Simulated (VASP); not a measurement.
Here is a VASP 6.6.1 calculation.

The input INCAR:

```
  PREC = Accurate
  ENCUT = 520
  EDIFF = 1E-6
  ISMEAR = 0
  SIGMA = 0.1
  LREAL = False
  LASPH = True
  NELM = 100
  ALGO = Normal
  ISIF = 2
  LWAVE = False
  LCHARG = True
  GGA = PE
  LELF = True
  LVHAR = True
  NBANDS = 22
```

KPOINTS

```
Automatic mesh
0
Gamma
  6 6 2
```

File POSCAR:

```
Si5Cl
1.0
    3.2178281310      0.0000000000      0.0000000000
    0.0000000000      3.2178281310      0.0000000000
    0.0000000000      0.0000000000     12.4003953583
Si Cl
5 1
Direct
    0.0000000000      0.0000000000      0.9033745211
    0.0000000000      0.0000000000      0.0966254789
    0.0000000000      0.0000000000      0.7085729944
    0.0000000000      0.0000000000      0.2914270056
    0.0000000000      0.0000000000      0.5000000000
    0.5000000000      0.5000000000      0.5000000000
```

Potentials or basis: VASP PAW PBE potentials, release 64 (Si, Cl).

The run is started by

```sh
$ cat potpaw_PBE.64/Si/POTCAR potpaw_PBE.64/Cl/POTCAR > POTCAR
$ mpirun -np 1 vasp_std > vasp.out
```

Task: Predict the pressure.

Result: 0.0 GPa.

Task: What does it give for the band gap on the k mesh?

Result: Zero (an odd number of electrons rules out a gap without spin polarisation).

Task: Predict the largest force.

Result: 0.026 eV/Å.

Forces in eV/Å, atoms in the order of the input:
```
Si   0.000  0.000  0.026
Si   0.000  0.000 -0.026
Si   0.000  0.000 -0.007
Si   0.000  0.000  0.007
Si   0.000  0.000  0.000
Cl   0.000  0.000  0.000
```

Caveat: an odd number of electrons without spin polarisation forces a metal; a magnetic or distorted state may lie lower.
